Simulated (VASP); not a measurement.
Ta, 1 atom in the cell. It takes space group Immm (No. 71, orthorhombic). Conventional cell: a = 3.280 Å, b = 3.521 Å, c = 3.773 Å, α = 90.00°, β = 90.00°, γ = 90.00°. Within 4.0 Å of Ta (site symmetry mmm) lie 14 Ta at 3.06 to 3.77 Å.  This cell differs from its parent crystal: normal strain along x +0.0733, normal strain along z +0.1500.

```yaml
Program: VASP 6.6.1
Task: single point
Functional: PBEsol
Potentials_or_basis: VASP PAW PBE potentials, release 64 (Ta_pv)
Cutoff: 520 eV
k_mesh: 20 × 20 × 20
Occupations: gaussian, width 0.15 eV
Spin: no spin polarisation
Dipole_correction: no
Further_INCAR_settings: ALGO = Fast; EDIFF = 1e-06; NBANDS = 12
```

Potentials or basis: VASP PAW PBE potentials, release 64 (Ta_pv).

Run with:

```bash
$ cat potpaw_PBE.64/Ta_pv/POTCAR > POTCAR
$ mpirun -np 1 vasp_std > vasp.out
```

Hardware: 1 thread of AMD EPYC 9R45 96-Core Processor (Zen 5) (shared host).

Q: Estimate the wall time of this run.

A: It took 2 min on 1 thread of AMD EPYC 9R45 96-Core Processor (Zen 5), with other jobs on the host, peak memory 0.35 GiB. Counts: scf iterations 14, k points 1166.
